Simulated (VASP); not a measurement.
Wanted: the native input for a VASP 6.6.1 run.

| Property | Result |
| --- | --- |
| Task | single point |
| Functional | r2SCAN |
| Potentials or basis | VASP PAW PBE potentials, release 64 (In_d, Sb) |
| Cutoff | 520 eV |
| k mesh | 10 × 10 × 10 |
| Occupations | gaussian, width 0.03 eV |
| Spin | no spin polarisation |
| Dipole correction | no |
| Further INCAR settings | ALGO = Normal; EDIFF = 1e-06; NBANDS = 16 |

Crystal: InSb.

```
In Sb
1.0
     0.00000    2.97997    3.36866
     2.97997    0.00000    3.36866
     2.97997    2.97997    0.00000
In Sb
1 1
Cartesian
  0.0000 0.0000 0.0000
  4.4700 4.4700 5.0530
```

This cell differs from its parent crystal: strain -0.080 along x and y, +0.040 along z.

These files were run (other wordings do the same):

POSCAR

```
InSb
1.0
    0.0000000000      2.9799720000      3.3686640000
    2.9799720000      0.0000000000      3.3686640000
    2.9799720000      2.9799720000      0.0000000000
In Sb
1 1
Direct
    0.0000000000      0.0000000000      0.0000000000
    0.7500000000      0.7500000000      0.7500000000
```

INCAR.step1

```
SYSTEM = InSb
  PREC = Accurate
  ENCUT = 520
  ISMEAR = 0
  SIGMA = 0.03
  LREAL = .False.
  LASPH = .True.
  NELM = 60
  NBANDS = 16
  GGA = PE
  ALGO = Normal
  EDIFF = 1E-4
  LWAVE = .True.
  LCHARG = .False.
```

INCAR.step2

```
SYSTEM = InSb
  PREC = Accurate
  ENCUT = 520
  EDIFF = 1E-6
  ISMEAR = 0
  SIGMA = 0.03
  LREAL = .False.
  LASPH = .True.
  NELM = 60
  ALGO = Normal
  ISIF = 2
  LWAVE = .False.
  LCHARG = .False.
  METAGGA = R2SCAN
  LMIXTAU = .True.
  NBANDS = 16
  ISTART = 1
```

KPOINTS

```
Automatic mesh
0
Gamma
  10 10 10
  0 0 0
```

Potentials or basis: VASP PAW PBE potentials, release 64 (In_d, Sb).

The run is started by

```sh
$ cat potpaw_PBE.64/In_d/POTCAR potpaw_PBE.64/Sb/POTCAR > POTCAR
$ cp INCAR.step1 INCAR
$ mpirun -np 1 vasp_std > vasp.out
$ cp INCAR.step2 INCAR
$ mpirun -np 1 vasp_std > vasp.out
```

It gave:

```
Pressure               : 10.1 GPa
Band gap on the k mesh : 0.56 eV, indirect (least direct gap 0.66 eV)
```

Caveat: the cell differs from its parent crystal (strain -0.080 along x and y, +0.040 along z); the PAW data sets were made with another functional, which shifts forces and pressure a little; spin-orbit coupling is left out, which moves the levels of the heavy elements.

Wall time 2.5 min on 1 thread of Intel(R) Xeon(R) 6975P-C (Granite Rapids), on a shared host, peak memory 0.27 GiB.
